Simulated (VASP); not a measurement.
Here is a VASP 6.6.1 calculation.

Contents of INCAR:

```
  PREC = Accurate
  ENCUT = 600
  EDIFF = 1E-7
  ISMEAR = 0
  SIGMA = 0.1
  LREAL = False
  LASPH = True
  NELM = 80
  ALGO = Fast
  ISIF = 3
  LWAVE = False
  LCHARG = False
  GGA = PE
  IBRION = 2
  NSW = 90
  EDIFFG = -0.04
```

Contents of KPOINTS:

```
Automatic mesh
0
Gamma
  4 4 4
```

File POSCAR:

```
Pt
1.0
    5.4400000000      0.0000000000      0.0000000000
    0.0000000000      5.4400000000      0.0000000000
    0.0000000000      0.0000000000      5.4400000000
Pt
7
Direct
    0.5000000000      0.5000000000      0.0000000000
    0.0000000000      0.5000000000      0.5000000000
    0.5000000000      0.0000000000      0.5000000000
    0.5000000000      0.5000000000      0.5000000000
    0.5000000000      0.0000000000      0.0000000000
    0.0000000000      0.5000000000      0.0000000000
    0.0000000000      0.0000000000      0.5000000000
```

Potentials or basis: VASP PAW PBE potentials, release 64 (Pt).

Run with:

```bash
$ cat potpaw_PBE.64/Pt/POTCAR > POTCAR
$ mpirun -np 1 vasp_std > vasp.out
```

What does it give for the relaxed cell?

a = 5.185 Å, b = 5.185 Å, c = 5.185 Å, α = 90.00°, β = 90.00°, γ = 90.00°.

Predict the space group after relaxing (to 0.1 Å).

Pm-3m (No. 221).

Final structure:
```
Pt
1.0
     5.18480    0.00000    0.00000
     0.00000    5.18480    0.00000
     0.00000    0.00000    5.18480
Pt
7
Direct
  0.50000 0.50000 0.00000
  0.00000 0.50000 0.50000
  0.50000 0.00000 0.50000
  0.50000 0.50000 0.50000
  0.50000 0.00000 0.00000
  0.00000 0.50000 0.00000
  0.00000 0.00000 0.50000
```
